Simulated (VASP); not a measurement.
# MgF2 (rutile type) (P4_2/mnm) in VASP: a series of runs

The runs below take MgF2 (rutile type) through single point, relaxation of cell and atoms, with PBE.

Program: VASP 6.6.1. These are calculated values, not measurements. Logs are shortened: lines on timing, memory, paths and dates and some standing lists are left out, and cuts for length are marked.

**1. The cell of the first run**

It takes space group P4_2/mnm (No. 136, tetragonal). The conventional cell has a = 4.697 Å, b = 4.697 Å, c = 3.093 Å, α = 90.00°, β = 90.00°, γ = 90.00°. Mg (site symmetry mmm) has 6 F at 2.02 Å within 2.7 Å. Within 2.7 Å of F (site symmetry m2m) lie 3 Mg at 2.02 Å and 1 F at 2.61 Å.

**2. Single point, PBE**

INCAR

```
SYSTEM = MgF2
PREC = Accurate
ENCUT = 600
EDIFF = 1E-6
ISMEAR = -1
SIGMA = 0.05
LREAL = .FALSE.
LASPH = .TRUE.
NELM = 120
ALGO = Normal
ISIF = 2
LWAVE = .FALSE.
LCHARG = .TRUE.
GGA = PE
LELF = .TRUE.
LVHAR = .TRUE.
NBANDS = 25
GGA_COMPAT = .FALSE.
```

KPOINTS

```
regular mesh
0
G
  7 7 11
  0 0 0
```

POSCAR

```
MgF2
1.0
    4.6973722351      0.0000000000      0.0000000000
    0.0000000000      4.6973722351      0.0000000000
    0.0000000000      0.0000000000      3.0932442872
Mg F
2 4
Direct
    0.0000000000      0.0000000000      0.0000000000
    0.5000000000      0.5000000000      0.5000000000
    0.3035707024      0.3035707024      0.0000000000
    0.6964292976      0.6964292976      0.0000000000
    0.8035707024      0.1964292976      0.5000000000
    0.1964292976      0.8035707024      0.5000000000
```

Potentials or basis: VASP PAW PBE potentials, release 64 (Mg, F).

Run with:

```
$ cat potpaw_PBE.64/Mg/POTCAR potpaw_PBE.64/F/POTCAR > POTCAR
$ mpirun -np 1 vasp_std > vasp.out
```

OUTCAR:

```text
SYSTEM = MgF2
   PREC = Accurate
   ENCUT = 600
   EDIFF = 1E-6
   ISMEAR = -1
   LREAL = .FALSE.
   LASPH = .TRUE.
   NELM = 120
   ISIF = 2
   GGA = PE

 ion  position               nearest neighbor table
   1  0.000  0.000  0.000-   3 2.02   4 2.02   5 2.02   6 2.02   5 2.02   6 2.02
   2  0.500  0.500  0.500-   5 2.02   6 2.02   3 2.02   4 2.02   3 2.02   4 2.02
   3  0.304  0.304  0.000-   1 2.02   2 2.02   2 2.02
   4  0.696  0.696  0.000-   1 2.02   2 2.02   2 2.02
   5  0.804  0.196  0.500-   2 2.02   1 2.02   1 2.02
   6  0.196  0.804  0.500-   2 2.02   1 2.02   1 2.02

  LATTYP: Found a simple tetragonal cell.
 ALAT       =     4.6973722351
 C/A-ratio  =     0.6585052520

  Lattice vectors:

 A1 = (   4.6973722351,   0.0000000000,   0.0000000000)
 A2 = (   0.0000000000,   4.6973722351,   0.0000000000)
 A3 = (   0.0000000000,   0.0000000000,   3.0932442872)

Analysis of symmetry for initial positions (statically):
=====================================================================
 Subroutine PRICEL returns:
 Original cell was already a primitive cell.

 Routine SETGRP: Setting up the symmetry group for a
 simple tetragonal supercell.

 Subroutine GETGRP returns: Found 16 space group operations
 (whereof  8 operations were pure point group operations)
 out of a pool of 16 trial point group operations.

The static configuration has the point symmetry D_2h.
 The point group associated with its full space group is D_4h.

Analysis of symmetry for dynamics (positions and initial velocities):
=====================================================================
 Subroutine PRICEL returns:
 Original cell was already a primitive cell.

 Routine SETGRP: Setting up the symmetry group for a
 simple tetragonal supercell.

 Subroutine GETGRP returns: Found 16 space group operations
 (whereof  8 operations were pure point group operations)
 out of a pool of 16 trial point group operations.

The dynamic configuration has the point symmetry D_2h.
 The point group associated with its full space group is D_4h.

 Subroutine INISYM returns: Found 16 space group operations
 (whereof  8 operations are pure point group operations),
 and found     1 'primitive' translations

----------------------------------------------------------------------------------------

                                     Primitive cell

  volume of cell :      68.2534

  direct lattice vectors                    reciprocal lattice vectors
     4.697372235  0.000000000  0.000000000     0.212884981  0.000000000  0.000000000
     0.000000000  4.697372235  0.000000000     0.000000000  0.212884981  0.000000000
     0.000000000  0.000000000  3.093244287     0.000000000  0.000000000  0.323285168

  length of vectors
     4.697372235  4.697372235  3.093244287     0.212884981  0.212884981  0.323285168

  position of ions in fractional coordinates (direct lattice)
     0.000000000  0.000000000  0.000000000
     0.500000000  0.500000000  0.500000000
     0.303570702  0.303570702  0.000000000
     0.696429298  0.696429298  0.000000000
     0.803570702  0.196429298  0.500000000
     0.196429298  0.803570702  0.500000000

  ion indices of the primitive-cell ions
   primitive index   ion index
                 1           1
                 2           2
                 3           3
                 4           4
                 5           5
                 6           6

----------------------------------------------------------------------------------------

 KPOINTS: regular mesh

Automatic generation of k-mesh.
 Grid dimensions read from file:
 generate k-points for:    7    7   11

 Generating k-lattice:

  Cartesian coordinates                     Fractional coordinates (reciprocal lattice)
     0.030412140  0.000000000  0.000000000     0.142857143  0.000000000  0.000000000
     0.000000000  0.030412140  0.000000000     0.000000000  0.142857143  0.000000000
     0.000000000  0.000000000  0.029389561     0.000000000  0.000000000  0.090909091

  Length of vectors
     0.030412140  0.030412140  0.029389561

  Shift w.r.t. Gamma in fractional coordinates (k-lattice)
     0.000000000  0.000000000  0.000000000

 Subroutine IBZKPT returns following result:
 ===========================================

 Found     60 irreducible k-points:

 Following reciprocal coordinates:
            Coordinates               Weight
  0.000000  0.000000  0.000000      1.000000
  0.142857  0.000000  0.000000      4.000000
  0.285714  0.000000  0.000000      4.000000
  0.428571  0.000000  0.000000      4.000000
  0.142857  0.142857  0.000000      4.000000
  0.285714  0.142857  0.000000      8.000000
[... 16 lines left out ...]
  0.285714  0.000000  0.181818      8.000000
  0.428571  0.000000  0.181818      8.000000
 [... further k-points ...]
   k-points           NKPTS =     60   k-points in BZ     NKDIM =     60   number of bands    NBANDS=     25
   number of dos      NEDOS =    301   number of ions     NIONS =      6
   total plane-waves  NPLWV =  44800
   dimension x,y,z NGX =    40 NGY =   40 NGZ =   28
   dimension x,y,z NGXF=    80 NGYF=   80 NGZF=   56
   ions per type =               2   4
   NGX,Y,Z   is equivalent  to a cutoff of  14.16, 14.16, 15.05 a.u.
   NGXF,Y,Z  is equivalent  to a cutoff of  28.31, 28.31, 30.10 a.u.
 SYSTEM =  MgF2
   PREC   = accura    normal or accurate (medium, high low for compatibility)
   ISTART =      0    job   : 0-new  1-cont  2-samecut
   ICHARG =      2    charge: 1-file 2-atom 10-const
   ISPIN  =      1    spin polarized calculation?
   LNONCOLLINEAR =      F non collinear calculations
   LSORBIT =      F    spin-orbit coupling
   LASPH  =      T    aspherical Exc in radial PAW
   ENCUT  =  600.0 eV  44.10 Ry    6.64 a.u.   9.38  9.38  6.18*2*pi/ulx,y,z
   NELM   =    120;   NELMIN=  2; NELMDL= -5     # of ELM steps
   EDIFF  = 0.1E-05   stopping-criterion for ELM
   LREAL  =      F    real-space projection
   EDIFFG = 0.1E-04   stopping-criterion for IOM
   NSW    =      0    number of steps for IOM
   IBRION =     -1    ionic relax: 0-MD 1-quasi-New 2-CG
   NFREE  =      0    steps in history (QN), initial steepest desc. (CG)
   ISIF   =      2    stress and relaxation
   ISYM   =      2    0-nonsym 1-usesym 2-fastsym
   POTIM  = 0.5000    time-step for ionic-motion
   TEBEG  =    0.0;   TEEND  =   0.0 temperature during run
   PSTRESS=    0.0 pullay stress
   NELECT =      32.0000    total number of electrons
   NUPDOWN=      -1.0000    fix difference up-down
   EMIN   =  10.00;   EMAX   =-10.00  energy-range for DOS
   EFERMI =   0.00;   METHOD = LEGACY
   ISMEAR =    -1;   SIGMA  =   0.05  broadening in eV -4-tet -1-fermi 0-gaus
   EFERMI_NEDOS =   21; number of points for ismear=-14 and -15
   IALGO  =     38    algorithm
   IMIX   =      4    mixing-type and parameters
     AMIX     =   0.40;   BMIX     =  1.00
     AMIX_MAG =   1.60;   BMIX_MAG =  1.00
  volume/ion in A,a.u.               =      11.38        76.77
  Fermi-wavevector in a.u.,A,eV,Ry     =   1.271794  2.403342 22.006878  1.617460
  Thomas-Fermi vector in A             =   2.404708
   LORBIT       =      0    0 simple, 1 ext, 2 COOP (PROOUT), +10 PAW based schemes
   GGA     = PE    functional components
   LHFCALC =     F    Hartree Fock is set to
   AEXX    =    0.0000 exact exchange contribution
   IVDW    =     0    specifies the selected vdW correction
   LEPSILON=     F    determine dielectric tensor
   LRPA    =     F    only Hartree local field effects (RPA)
 non-spin polarized calculation
  energy-cutoff  :      600.00
  volume of cell :       68.25
 maximum number of plane-waves:      2304
 NGX is ok and might be reduce to    40
   NGX = 19   NGY = 19   NGZ = 13

 number of electron      31.9999995 magnetization

 Free energy of the ion-electron system (eV)
  ---------------------------------------------------
  ext. energy  EPLUGINS =         0.00000000
  ---------------------------------------------------
  free energy    TOTEN  =       -31.55291092 eV

  energy without entropy =      -31.55291092  energy(sigma->0) =      -31.55291092

 E-fermi :  -0.4704     XC(G=0):  -9.5170

 val. band max:       -1.4790917824   @ k =   0.0000   0.0000   0.0000
 cond. band min:       5.3169361305   @ k =   0.0000   0.0000   0.0000
 fundamental gap:      6.7960279129
 Fermi energy:        -0.4704459794

 k-point     1 :       0.0000    0.0000    0.0000
  band No.  band energies     occupation
      1     -22.0659      2.00000
      2     -21.3428      2.00000
      3     -21.3428      2.00000
      4     -21.2634      2.00000
      5      -5.3881      2.00000
      6      -3.7983      2.00000
[... 17 lines left out ...]
     24      16.4494      0.00000
     25      16.4494      0.00000

 k-point     2 :       0.1429    0.0000    0.0000
  band No.  band energies     occupation
      1     -22.0362      2.00000
      2     -21.4047      2.00000
      3     -21.3345      2.00000
      4     -21.2432      2.00000
      5      -5.3157      2.00000
      6      -3.7843      2.00000
[... 17 lines left out ...]
     24      16.2636      0.00000
     25      16.5771      0.00000

 k-point     3 :       0.2857    0.0000    0.0000
  band No.  band energies     occupation
      1     -21.9517      2.00000
      2     -21.5278      2.00000
      3     -21.3117      2.00000
      4     -21.2358      2.00000
      5      -5.1160      2.00000
      6      -4.1252      2.00000
[... 17 lines left out ...]
     24      15.9757      0.00000
     25      16.5884      0.00000

 k-point     4 :       0.4286    0.0000    0.0000
  band No.  band energies     occupation
      1     -21.8251      2.00000
      2     -21.6759      2.00000
      3     -21.2809      2.00000
      4     -21.2518      2.00000
      5      -4.8300      2.00000
      6      -4.4930      2.00000
[... 17 lines left out ...]
     24      16.0570      0.00000
     25      16.1950      0.00000

 k-point     5 :       0.1429    0.1429    0.0000
  band No.  band energies     occupation
      1     -22.0076      2.00000
      2     -21.4273      2.00000
      3     -21.3515      2.00000
      4     -21.2358      2.00000
      5      -5.2466      2.00000
      6      -3.8600      2.00000
[... 17 lines left out ...]
     24      16.4051      0.00000
     25      16.4679      0.00000

 k-point     6 :       0.2857    0.1429    0.0000
  band No.  band energies     occupation
      1     -21.9262      2.00000
      2     -21.5260      2.00000
      3     -21.3374      2.00000
      4     -21.2406      2.00000
      5      -5.0572      2.00000
      6      -4.1463      2.00000
[... 17 lines left out ...]
     24      16.1715      0.00000
     25      16.5522      0.00000
[... 393 lines left out ...]
 k-point    21 :       0.0000    0.0000    0.1818
  band No.  band energies     occupation
      1     -21.9650      2.00000
      2     -21.3217      2.00000
      3     -21.3217      2.00000
      4     -21.2844      2.00000
      5      -5.1958      2.00000
      6      -3.5920      2.00000
[... 17 lines left out ...]
     24      16.4644      0.00000
     25      16.4655      0.00000

 k-point    22 :       0.1429    0.0000    0.1818
  band No.  band energies     occupation
      1     -21.9386      2.00000
      2     -21.3829      2.00000
      3     -21.3156      2.00000
      4     -21.2582      2.00000
      5      -5.1315      2.00000
      6      -3.7178      2.00000
[... 17 lines left out ...]
     24      16.1356      0.00000
     25      16.1894      0.00000

 k-point    23 :       0.2857    0.0000    0.1818
  band No.  band energies     occupation
      1     -21.8634      2.00000
      2     -21.4908      2.00000
      3     -21.2992      2.00000
      4     -21.2476      2.00000
      5      -4.9510      2.00000
      6      -4.0563      2.00000
[... 17 lines left out ...]
     24      15.5190      0.00000
     25      15.7105      0.00000

 k-point    24 :       0.4286    0.0000    0.1818
  band No.  band energies     occupation
      1     -21.7512      2.00000
      2     -21.6201      2.00000
      3     -21.2772      2.00000
      4     -21.2570      2.00000
      5      -4.6884      2.00000
      6      -4.3831      2.00000
[... 17 lines left out ...]
     24      15.0916      0.00000
     25      15.6775      0.00000

 [... further k-points ...]

------------------------ aborting loop because EDIFF is reached ----------------------------------------

  FORCE on cell =-STRESS in cart. coord.  units (eV):
  Direction    XX          YY          ZZ          XY          YZ          ZX
  --------------------------------------------------------------------------------------
  -------------------------------------------------------------------------------------
  Total       -0.4004361     -0.4004361     -0.4573227      0.0000000      0.0000000      0.0000000
  in kB       -9.3998215     -9.3998215    -10.7351759      0.0000000      0.0000000      0.0000000
  external PRESSURE =      -9.8449397 kB  Pullay stress =       0.0000000 kB

 VOLUME and BASIS-vectors are now :
 -----------------------------------------------------------------------------
  energy-cutoff  :      600.00
  volume of cell :       68.25
      direct lattice vectors                 reciprocal lattice vectors
     4.697372235  0.000000000  0.000000000     0.212884981  0.000000000  0.000000000
     0.000000000  4.697372235  0.000000000     0.000000000  0.212884981  0.000000000
     0.000000000  0.000000000  3.093244287     0.000000000  0.000000000  0.323285168

 POSITION                                       TOTAL-FORCE (eV/Angst)
 -----------------------------------------------------------------------------------
      0.00000      0.00000      0.00000        -0.000000      0.000000      0.000000
      2.34869      2.34869      1.54662        -0.000000      0.000000      0.000000
      1.42598      1.42598      0.00000         0.001561      0.001561     -0.000000
      3.27139      3.27139      0.00000        -0.001561     -0.001561      0.000000
      3.77467      0.92270      1.54662         0.001561     -0.001561      0.000000
      0.92270      3.77467      1.54662        -0.001561      0.001561     -0.000000
 -----------------------------------------------------------------------------------
    total drift:                                0.000000     -0.000000      0.000000

  FREE ENERGIE OF THE ION-ELECTRON SYSTEM (eV)
  ---------------------------------------------------
  free  energy   TOTEN  =       -31.5529109184 eV

  energy  without entropy=      -31.5529109184  energy(sigma->0) =      -31.55291092
```

Run time: 97 s. Hardware: 1 thread of Oxide Virtual Turin-like, shared host; peak memory 0.22 GiB.

What came out:

```yaml
Free_energy: -31.5529 eV
Pressure: -1.0 GPa
Band_gap_on_the_k_mesh: 6.80 eV
```

Forces in eV/Å, atoms in the order of the input:
```
Mg   0.000  0.000  0.000
Mg   0.000  0.000  0.000
F    0.002  0.002  0.000
F   -0.002 -0.002  0.000
F    0.002 -0.002  0.000
F   -0.002  0.002  0.000
```

A k mesh can miss the band edges.

(Part 1 of 2 ends here.)
